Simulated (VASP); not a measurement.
Crystal: Ti.

```
CELL_PARAMETERS angstrom
2.95000 0.00000 0.00000
-1.47500 2.55477 0.00000
0.00000 0.00000 4.68000
ATOMIC_POSITIONS crystal
Ti 0.33333 0.66667 0.25000
Ti 0.66667 0.33333 0.75000
```

* Program: VASP 6.6.1
* Task: relaxation of volume and atoms at fixed shape
* Functional: LDA
* Potentials or basis: VASP PAW LDA potentials, release 64 (Ti_sv)
* Cutoff: 600 eV
* k mesh: 10 × 10 × 6
* Occupations: gaussian, width 0.05 eV
* Spin: no spin polarisation

At the start: pressure -9.9 GPa; volume 17.64 Å³/atom.

Problem. Where does the relaxation end?

Solution. Over 3 steps the energy falls by 52.4 meV/atom and the volume is 16.06 Å³/atom (-8.9 %); space group P6_3/mmc (No. 194, to 0.05 Å).

The path:
| step | energy change (eV) | largest force (eV/Å) | pressure (GPa) | volume (Å³) |
| --- | --- | --- | --- | --- |
| 1 | 0.0000 | 0.0000 | -9.85 | 35.27 |
| 2 | -0.0463 | 0.0000 | 9.41 | 30.02 |
| 3 | -0.1048 | 0.0000 | -0.06 | 32.13 |

Final structure:
```cif
data_structure
_symmetry_space_group_name_H-M 'P 1'
_symmetry_Int_Tables_number 1
_cell_length_a 2.8596
_cell_length_b 2.8596
_cell_length_c 4.5366
_cell_angle_alpha 90.000
_cell_angle_beta 90.000
_cell_angle_gamma 120.000
_cell_volume 32.13
loop_
_atom_site_label
_atom_site_type_symbol
_atom_site_fract_x
_atom_site_fract_y
_atom_site_fract_z
_atom_site_occupancy
Ti1 Ti 0.33333 0.66667 0.25000 1
Ti2 Ti 0.66667 0.33333 0.75000 1
```
